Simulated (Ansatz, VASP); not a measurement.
## B2F in VASP and in Ansatz

```
CELL_PARAMETERS angstrom
0.00000 2.65485 2.65485
2.65485 0.00000 2.65485
2.65485 2.65485 0.00000
ATOMIC_POSITIONS crystal
B 0.25000 0.25000 0.25000
B 0.75000 0.75000 0.75000
F 0.00000 0.00000 0.00000
```

Alike in both runs: functional PBE; k mesh 16 × 16 × 16; occupations gaussian, width 0.1 eV; no spin polarisation.

Ansatz relaxed the structure, and its values are those at the end. VASP's run is a single point on that final structure, the one shown.

|  | VASP | Ansatz |
| --- | --- | --- |
| version | VASP 6.6.1 | Ansatz 0.2.0 |
| potentials or method | VASP PAW PBE potentials, release 64 (B, F), cutoff 520 eV | scalar-relativistic, plane waves, PAW |
| valence electrons in the cell | 13 | 13 |

|  | VASP | Ansatz | Ansatz less VASP |
| --- | --- | --- | --- |
| gap on the k mesh at the Fermi level (eV) | none | none | - |
| pressure (GPa) | -0.3 | 0.0 | +0.21 |

A gap of «none» marks a metal or a gap that the smearing closes.
